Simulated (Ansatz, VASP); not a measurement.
## Hf3S5 in VASP and in Ansatz

The input INCAR:

```
SYSTEM = Hf3S5
ALGO = Normal
EDIFF = 1E-6
EDIFFG = -0.08
ENCUT = 600
GGA = PE
IBRION = 2
ISIF = 3
ISMEAR = 0
LASPH = .True.
LCHARG = .False.
LREAL = .False.
LWAVE = .False.
NELM = 80
NSW = 36
PREC = Accurate
SIGMA = 0.2
```

The input KPOINTS:

```
k-points
0
Gamma
  4 4 2
  0 0 0
```

The input POSCAR:

```
Hf3S5
1.0
    4.4292337800      0.0000000000      0.0000000000
    0.0000000000      4.5574495400      0.0000000000
    0.0000000000      0.0000000000      9.1778145100
Hf S
3 5
Direct
    0.0000000000      0.5000000000      0.7650652400
    0.0000000000      0.5000000000      0.2349347600
    0.5000000000      0.5000000000      0.5000000000
    0.0000000000      0.0000000000      0.5000000000
    0.0000000000      0.0000000000      0.0000000000
    0.5000000000      0.5000000000      0.0000000000
    0.5000000000      0.0000000000      0.7422336900
    0.5000000000      0.0000000000      0.2577663100
```

Input for Ansatz:

```yaml
crystal:
  lattice:
    - [4.42923378, 0.0, 0.0]
    - [0.0, 4.55744954, 0.0]
    - [0.0, 0.0, 9.17781451]
  atoms:
    - { symbol: Hf, position: [0.0, 0.5, 0.76506524] }
    - { symbol: Hf, position: [0.0, 0.5, 0.23493476] }
    - { symbol: Hf, position: [0.5, 0.5, 0.5] }
    - { symbol: S, position: [0.0, 0.0, 0.5] }
    - { symbol: S, position: [0.0, 0.0, 0.0] }
    - { symbol: S, position: [0.5, 0.5, 0.0] }
    - { symbol: S, position: [0.5, 0.0, 0.74223369] }
    - { symbol: S, position: [0.5, 0.0, 0.25776631] }
basis:
  ecutwfc: 420
kpoints:
  mp_grid: { grid: [4, 4, 2] }
hamiltonian:
  xc: pbe
scf:
  occupations: { method: gaussian, width: 0.2 }
  lower_state_search: "off"
output:
  forces: true
  stress: true
  eigenvalues: true
relax:
  adjacent_minimum: "off"
  f_tol: 0.08
  max_steps: 16
  cell: { stress_tol: 0.8 }
```

Change from the starting cell: species swapped into the Ti3Al5 type (Pmmm, No. 47).

Alike in both runs: task relaxation of cell and atoms; functional PBE; k mesh 4 × 4 × 2; occupations gaussian, width 0.2 eV; no spin polarisation.

```csv
,VASP,Ansatz
version,VASP 6.6.1,Ansatz 0.2.0
potentials or method,"VASP PAW PBE potentials, release 64 (Hf_pv, S), cutoff 600 eV","scalar-relativistic, plane waves, PAW"
valence electrons in the cell,60,108
```

Ansatz gave:

* gap on the k mesh at the Fermi level, each at its own relaxed structure (eV): none
* relaxed volume (Å³/atom): 16.88
* relaxed length of the cell vector where the two differ most in proportion (Å): 3.332

**Question.** Estimate VASP's values.

**Answer.** gap on the k mesh at the Fermi level, each at its own relaxed structure (eV): none; relaxed volume (Å³/atom): 16.71; relaxed length of the cell vector where the two differ most in proportion (Å): 3.318.

A gap of «none» marks a metal or a gap that the smearing closes. VASP's potentials hold 60 valence electrons a cell and Ansatz's 108, so a difference there can come from the potentials and not from the codes.

Spin-orbit coupling is off throughout. Noted on VASP's run: the volume moved by over 15 % at a fixed basis, so the end points are rough.
